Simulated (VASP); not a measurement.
# Ge (Fd-3m) in VASP: further runs

The runs below take Ge through single point, with PBE.

Everything below comes from runs of VASP 6.6.1. Logs are shortened: lines on timing, memory, paths and dates and some standing lists are left out, and cuts for length are marked.

### 1 The cell of the first run

Symmetry: Fd-3m, No. 227, cubic system. Conventional cell: a = 5.660 Å, b = 5.660 Å, c = 5.660 Å, α = 90.00°, β = 90.00°, γ = 90.00°. Ge (site symmetry -43m) has 4 Ge at 2.45 Å within 3.2 Å.

### 2 Single point, PBE

Contents of INCAR:

```
  PREC = Accurate
  ENCUT = 520
  EDIFF = 1E-6
  ISMEAR = 0
  SIGMA = 0.05
  LREAL = False
  LASPH = True
  NELM = 80
  ALGO = Normal
  ISIF = 2
  LWAVE = False
  LCHARG = False
  GGA = PE
  NBANDS = 21
```

Contents of KPOINTS:

```
regular mesh
0
Gamma
  6 6 6
```

Contents of POSCAR:

```
Ge
1.0
    0.0000000000      2.8300000000      2.8300000000
    2.8300000000      0.0000000000      2.8300000000
    2.8300000000      2.8300000000      0.0000000000
Ge
2
Direct
    0.5000000000      0.5000000000      0.5000000000
    0.7500000000      0.7500000000      0.7500000000
```

Potentials or basis: VASP PAW PBE potentials, release 64 (Ge_d).

The run is started by

```console
$ cat potpaw_PBE.64/Ge_d/POTCAR > POTCAR
$ mpirun -np 1 vasp_std > vasp.out
```

OUTCAR:

```text
PREC = Accurate
   ENCUT = 520
   EDIFF = 1E-6
   ISMEAR = 0
   LREAL = False
   LASPH = True
   NELM = 80
   ISIF = 2
   GGA = PE

 ion  position               nearest neighbor table
   1  0.500  0.500  0.500-   2 2.45   2 2.45   2 2.45   2 2.45
   2  0.750  0.750  0.750-   1 2.45   1 2.45   1 2.45   1 2.45

  LATTYP: Found a face centered cubic cell.
 ALAT       =     5.6600000000

  Lattice vectors:

 A1 = (   0.0000000000,   2.8300000000,   2.8300000000)
 A2 = (   2.8300000000,   0.0000000000,   2.8300000000)
 A3 = (   2.8300000000,   2.8300000000,   0.0000000000)

Analysis of symmetry for initial positions (statically):
=====================================================================
 Subroutine PRICEL returns:
 Original cell was already a primitive cell.

 Routine SETGRP: Setting up the symmetry group for a
 face centered cubic supercell.

 Subroutine GETGRP returns: Found 48 space group operations
 (whereof 24 operations were pure point group operations)
 out of a pool of 48 trial point group operations.

The static configuration has the point symmetry T_d .
 The point group associated with its full space group is O_h .

Analysis of symmetry for dynamics (positions and initial velocities):
=====================================================================
 Subroutine PRICEL returns:
 Original cell was already a primitive cell.

 Routine SETGRP: Setting up the symmetry group for a
 face centered cubic supercell.

 Subroutine GETGRP returns: Found 48 space group operations
 (whereof 24 operations were pure point group operations)
 out of a pool of 48 trial point group operations.

The dynamic configuration has the point symmetry T_d .
 The point group associated with its full space group is O_h .

 Subroutine INISYM returns: Found 48 space group operations
 (whereof 24 operations are pure point group operations),
 and found     1 'primitive' translations

----------------------------------------------------------------------------------------

                                     Primitive cell

  volume of cell :      45.3304

  direct lattice vectors                    reciprocal lattice vectors
     0.000000000  2.830000000  2.830000000    -0.176678445  0.176678445  0.176678445
     2.830000000  0.000000000  2.830000000     0.176678445 -0.176678445  0.176678445
     2.830000000  2.830000000  0.000000000     0.176678445  0.176678445 -0.176678445

  length of vectors
     4.002224382  4.002224382  4.002224382     0.306016044  0.306016044  0.306016044

  position of ions in fractional coordinates (direct lattice)
     0.500000000  0.500000000  0.500000000
     0.750000000  0.750000000  0.750000000

  ion indices of the primitive-cell ions
   primitive index   ion index
                 1           1
                 2           2

----------------------------------------------------------------------------------------

 KPOINTS: regular mesh

Automatic generation of k-mesh.
 Grid dimensions read from file:
 generate k-points for:    6    6    6

 Generating k-lattice:

  Cartesian coordinates                     Fractional coordinates (reciprocal lattice)
    -0.029446408  0.029446408  0.029446408     0.166666667  0.000000000  0.000000000
     0.029446408 -0.029446408  0.029446408     0.000000000  0.166666667  0.000000000
     0.029446408  0.029446408 -0.029446408     0.000000000  0.000000000  0.166666667

  Length of vectors
     0.051002674  0.051002674  0.051002674

  Shift w.r.t. Gamma in fractional coordinates (k-lattice)
     0.000000000  0.000000000  0.000000000

 Subroutine IBZKPT returns following result:
 ===========================================

 Found     16 irreducible k-points:

 Following reciprocal coordinates:
            Coordinates               Weight
  0.000000  0.000000  0.000000      1.000000
  0.166667  0.000000  0.000000      8.000000
  0.333333  0.000000  0.000000      8.000000
  0.500000  0.000000  0.000000      4.000000
  0.166667  0.166667  0.000000      6.000000
  0.333333  0.166667  0.000000     24.000000
[... 8 lines left out ...]
 -0.333333  0.333333  0.166667     24.000000
 -0.333333  0.500000  0.166667     12.000000
   k-points           NKPTS =     16   k-points in BZ     NKDIM =     16   number of bands    NBANDS=     21
   number of dos      NEDOS =    301   number of ions     NIONS =      2
   total plane-waves  NPLWV =  27000
   dimension x,y,z NGX =    30 NGY =   30 NGZ =   30
   dimension x,y,z NGXF=    60 NGYF=   60 NGZF=   60
   ions per type =               2
   NGX,Y,Z   is equivalent  to a cutoff of  12.46, 12.46, 12.46 a.u.
   NGXF,Y,Z  is equivalent  to a cutoff of  24.92, 24.92, 24.92 a.u.
 SYSTEM =  unknown system
   PREC   = accura    normal or accurate (medium, high low for compatibility)
   ISTART =      0    job   : 0-new  1-cont  2-samecut
   ICHARG =      2    charge: 1-file 2-atom 10-const
   ISPIN  =      1    spin polarized calculation?
   LNONCOLLINEAR =      F non collinear calculations
   LSORBIT =      F    spin-orbit coupling
   LASPH  =      T    aspherical Exc in radial PAW
   ENCUT  =  520.0 eV  38.22 Ry    6.18 a.u.   7.44  7.44  7.44*2*pi/ulx,y,z
   NELM   =     80;   NELMIN=  2; NELMDL= -5     # of ELM steps
   EDIFF  = 0.1E-05   stopping-criterion for ELM
   LREAL  =      F    real-space projection
[... 7 lines left out ...]
   TEBEG  =    0.0;   TEEND  =   0.0 temperature during run
   PSTRESS=    0.0 pullay stress
   NELECT =      28.0000    total number of electrons
   NUPDOWN=      -1.0000    fix difference up-down
   EMIN   =  10.00;   EMAX   =-10.00  energy-range for DOS
   EFERMI =   0.00;   METHOD = LEGACY
   ISMEAR =     0;   SIGMA  =   0.05  broadening in eV -4-tet -1-fermi 0-gaus
   EFERMI_NEDOS =   21; number of points for ismear=-14 and -15
   IALGO  =     38    algorithm
   IMIX   =      4    mixing-type and parameters
     AMIX     =   0.40;   BMIX     =  1.00
     AMIX_MAG =   1.60;   BMIX_MAG =  1.00
  volume/ion in A,a.u.               =      22.67       152.95
  Fermi-wavevector in a.u.,A,eV,Ry     =   1.394219  2.634692 26.447648  1.943847
  Thomas-Fermi vector in A             =   2.517790
   LORBIT       =      0    0 simple, 1 ext, 2 COOP (PROOUT), +10 PAW based schemes
   GGA     = PE    functional components
   LHFCALC =     F    Hartree Fock is set to
   AEXX    =    0.0000 exact exchange contribution
   IVDW    =     0    specifies the selected vdW correction
   LEPSILON=     F    determine dielectric tensor
   LRPA    =     F    only Hartree local field effects (RPA)
 non-spin polarized calculation
 Gauss-broadening in eV      SIGMA  =   0.05
  energy-cutoff  :      520.00
  volume of cell :       45.33
 maximum number of plane-waves:      1243
 NGX is ok and might be reduce to    30
   NGX = 15   NGY = 15   NGZ = 15

 number of electron      28.0000021 magnetization

 Free energy of the ion-electron system (eV)
  ---------------------------------------------------
  ext. energy  EPLUGINS =         0.00000000
  ---------------------------------------------------
  free energy    TOTEN  =        -8.96609337 eV

  energy without entropy =       -8.96569866  energy(sigma->0) =       -8.96589602

 E-fermi :   5.0220     XC(G=0):  -9.9117

 val. band max:        5.0159391603   @ k =   0.0000   0.0000   0.0000
 cond. band min:       5.1711732648   @ k =   0.5000   0.0000   0.0000
 fundamental gap:      0.1552341045
 Fermi energy:         5.0219953265

 k-point     1 :       0.0000    0.0000    0.0000
  band No.  band energies     occupation
      1     -19.8198      2.00000
      2     -19.8198      2.00000
      3     -19.8198      2.00000
      4     -19.7840      2.00000
      5     -19.7840      2.00000
      6     -19.5739      2.00000
[... 13 lines left out ...]
     20      14.4651      0.00000
     21      14.4651      0.00000

 k-point     2 :       0.1667    0.0000    0.0000
  band No.  band energies     occupation
      1     -19.8317      2.00000
      2     -19.8317      2.00000
      3     -19.8156      2.00000
      4     -19.7666      2.00000
      5     -19.7666      2.00000
      6     -19.5909      2.00000
[... 13 lines left out ...]
     20      13.3381      0.00000
     21      13.3381      0.00000

 k-point     3 :       0.3333    0.0000    0.0000
  band No.  band energies     occupation
      1     -19.8419      2.00000
      2     -19.8419      2.00000
      3     -19.8068      2.00000
      4     -19.7475      2.00000
      5     -19.7475      2.00000
      6     -19.6050      2.00000
[... 13 lines left out ...]
     20      13.9608      0.00000
     21      13.9608      0.00000

 k-point     4 :       0.5000    0.0000    0.0000
  band No.  band energies     occupation
      1     -19.8442      2.00000
      2     -19.8442      2.00000
      3     -19.8023      2.00000
      4     -19.7422      2.00000
      5     -19.7422      2.00000
      6     -19.6082      2.00000
[... 13 lines left out ...]
     20      16.0672      0.00000
     21      16.2061      0.00000

 k-point     5 :       0.1667    0.1667    0.0000
  band No.  band energies     occupation
      1     -19.8293      2.00000
      2     -19.8293      2.00000
      3     -19.8289      2.00000
      4     -19.7683      2.00000
      5     -19.7465      2.00000
      6     -19.6246      2.00000
[... 13 lines left out ...]
     20      13.3961      0.00000
     21      14.9371      0.00000

 k-point     6 :       0.3333    0.1667    0.0000
  band No.  band energies     occupation
      1     -19.8496      2.00000
      2     -19.8397      2.00000
      3     -19.8093      2.00000
      4     -19.7478      2.00000
      5     -19.7212      2.00000
      6     -19.6498      2.00000
[... 13 lines left out ...]
     20      14.7173      0.00000
     21      15.2686      0.00000

 k-point     7 :       0.5000    0.1667    0.0000
  band No.  band energies     occupation
      1     -19.8608      2.00000
      2     -19.8477      2.00000
      3     -19.7858      2.00000
      4     -19.7288      2.00000
      5     -19.7205      2.00000
      6     -19.6447      2.00000
[... 13 lines left out ...]
     20      16.0114      0.00000
     21      16.2257      0.00000

 k-point     8 :      -0.3333    0.1667    0.0000
  band No.  band energies     occupation
      1     -19.8573      2.00000
      2     -19.8511      2.00000
      3     -19.7818      2.00000
      4     -19.7406      2.00000
      5     -19.7211      2.00000
      6     -19.6315      2.00000
[... 13 lines left out ...]
     20      14.1265      0.00000
     21      16.0090      0.00000

 k-point     9 :      -0.1667    0.1667    0.0000
  band No.  band energies     occupation
      1     -19.8455      2.00000
      2     -19.8409      2.00000
      3     -19.8036      2.00000
      4     -19.7574      2.00000
      5     -19.7396      2.00000
      6     -19.6186      2.00000
[... 13 lines left out ...]
     20      14.3627      0.00000
     21      14.3662      0.00000

 k-point    10 :       0.3333    0.3333    0.0000
  band No.  band energies     occupation
      1     -19.8461      2.00000
      2     -19.8461      2.00000
      3     -19.8151      2.00000
      4     -19.7260      2.00000
      5     -19.6985      2.00000
      6     -19.6804      2.00000
[... 13 lines left out ...]
     20      16.3579      0.00000
     21      16.8371      0.00000

 k-point    11 :       0.5000    0.3333    0.0000
  band No.  band energies     occupation
      1     -19.8632      2.00000
      2     -19.8522      2.00000
      3     -19.7814      2.00000
      4     -19.7171      2.00000
      5     -19.6999      2.00000
      6     -19.6604      2.00000
[... 13 lines left out ...]
     20      16.6537      0.00000
     21      16.9710      0.00000

 k-point    12 :      -0.3333    0.3333    0.0000
  band No.  band energies     occupation
      1     -19.8715      2.00000
      2     -19.8549      2.00000
      3     -19.7659      2.00000
      4     -19.6959      2.00000
      5     -19.6899      2.00000
      6     -19.6764      2.00000
[... 13 lines left out ...]
     20      13.9184      0.00000
     21      18.5460      0.00000

 k-point    13 :       0.5000    0.5000    0.0000
  band No.  band energies     occupation
      1     -19.8536      2.00000
      2     -19.8536      2.00000
      3     -19.7684      2.00000
      4     -19.7684      2.00000
      5     -19.6695      2.00000
      6     -19.6695      2.00000
[... 13 lines left out ...]
     20      16.5914      0.00000
     21      17.8256      0.00000

 k-point    14 :       0.5000    0.3333    0.1667
  band No.  band energies     occupation
      1     -19.8591      2.00000
      2     -19.8560      2.00000
      3     -19.7810      2.00000
      4     -19.7272      2.00000
      5     -19.6930      2.00000
      6     -19.6769      2.00000
[... 13 lines left out ...]
     20      14.9337      0.00000
     21      17.3893      0.00000

 k-point    15 :      -0.3333    0.3333    0.1667
  band No.  band energies     occupation
      1     -19.8691      2.00000
      2     -19.8589      2.00000
      3     -19.7590      2.00000
      4     -19.7092      2.00000
      5     -19.6867      2.00000
      6     -19.6787      2.00000
[... 13 lines left out ...]
     20      16.7817      0.00000
     21      16.9047      0.00000

 k-point    16 :      -0.3333    0.5000    0.1667
  band No.  band energies     occupation
      1     -19.8645      2.00000
      2     -19.8645      2.00000
      3     -19.7388      2.00000
      4     -19.7388      2.00000
      5     -19.6732      2.00000
      6     -19.6732      2.00000
[... 13 lines left out ...]
     20      16.0268      0.00000
     21      17.9283      0.00000

------------------------ aborting loop because EDIFF is reached ----------------------------------------

  FORCE on cell =-STRESS in cart. coord.  units (eV):
  Direction    XX          YY          ZZ          XY          YZ          ZX
  --------------------------------------------------------------------------------------
  -------------------------------------------------------------------------------------
  Total        0.9857959      0.9857959      0.9857959      0.0000000      0.0000000      0.0000000
  in kB       34.8424177     34.8424177     34.8424177      0.0000000      0.0000000      0.0000000
  external PRESSURE =      34.8424177 kB  Pullay stress =       0.0000000 kB

 VOLUME and BASIS-vectors are now :
 -----------------------------------------------------------------------------
  energy-cutoff  :      520.00
  volume of cell :       45.33
      direct lattice vectors                 reciprocal lattice vectors
     0.000000000  2.830000000  2.830000000    -0.176678445  0.176678445  0.176678445
     2.830000000  0.000000000  2.830000000     0.176678445 -0.176678445  0.176678445
     2.830000000  2.830000000  0.000000000     0.176678445  0.176678445 -0.176678445

 POSITION                                       TOTAL-FORCE (eV/Angst)
 -----------------------------------------------------------------------------------
      2.83000      2.83000      2.83000         0.000000      0.000000      0.000000
      4.24500      4.24500      4.24500        -0.000000     -0.000000     -0.000000
 -----------------------------------------------------------------------------------
    total drift:                                0.000000     -0.000000     -0.000000

  FREE ENERGIE OF THE ION-ELECTRON SYSTEM (eV)
  ---------------------------------------------------
  free  energy   TOTEN  =        -8.9660933743 eV

  energy  without entropy=       -8.9656986602  energy(sigma->0) =       -8.96589602
```

Run time: 13 s. Hardware: 1 thread of AMD EPYC 9R45 (Zen 5), shared host; peak memory 0.13 GiB.

What came out:

- Free energy: -8.9661 eV
- Pressure: 3.5 GPa

### 3 Single point, PBE

This run uses another cell than the first one, of 23.20 Å³/atom, 1.024 times its volume.

Contents of INCAR:

```
SYSTEM = Ge
PREC     = Accurate       ! precision mode
ENCUT    = 520            ! plane-wave cutoff, eV
EDIFF    = 1E-7           ! SCF threshold, eV
ISMEAR   = 0              ! smearing method
SIGMA    = 0.05           ! smearing width, eV
LREAL    = .FALSE.        ! projectors in reciprocal space
LASPH    = .TRUE.         ! aspherical terms in the spheres
NELM     = 80             ! most SCF steps
ALGO     = Normal         ! electronic algorithm
ISIF     = 2              ! what is computed and relaxed
LWAVE    = .FALSE.        ! write WAVECAR
LCHARG   = .FALSE.        ! write CHGCAR
GGA      = PE             ! functional
NBANDS   = 21             ! bands
```

Contents of KPOINTS:

```
regular mesh
0
G
  6 6 6
  0 0 0
```

Contents of POSCAR:

```
Ge
1.0
    0.0000000000      2.8522832402      2.8522832402
    2.8522832402      0.0000000000      2.8522832402
    2.8522832402      2.8522832402      0.0000000000
Ge
2
Direct
    0.5000000000      0.5000000000      0.5000000000
    0.7500000000      0.7500000000      0.7500000000
```

Potentials or basis: VASP PAW PBE potentials, release 64 (Ge_d).

The run is started by

```console
$ cat potpaw_PBE.64/Ge_d/POTCAR > POTCAR
$ mpirun -np 1 vasp_std > vasp.out
```

It took 15 s on 1 thread of AMD EPYC 9R45 (Zen 5), shared host; peak memory 0.13 GiB.

The run converged. Its results:

```yaml
Free_energy: -8.9848 eV
Pressure: 1.9 GPa
Band_gap_on_the_k_mesh: zero (filled and empty bands touch)
```

Levels at points of the mesh, in eV from the Fermi level:
```
           k point  band 12  band 13  band 14  band 15  band 16  band 17
(0.00, 0.00, 0.00)    -0.20    -0.01    -0.01    -0.01     2.53     2.53
(0.50, 0.00, 0.00)    -7.50    -1.38    -1.38     0.09     3.72     3.72
(0.50, 0.50, 0.00)    -8.81    -3.00    -3.00     0.77     0.77     9.30
```
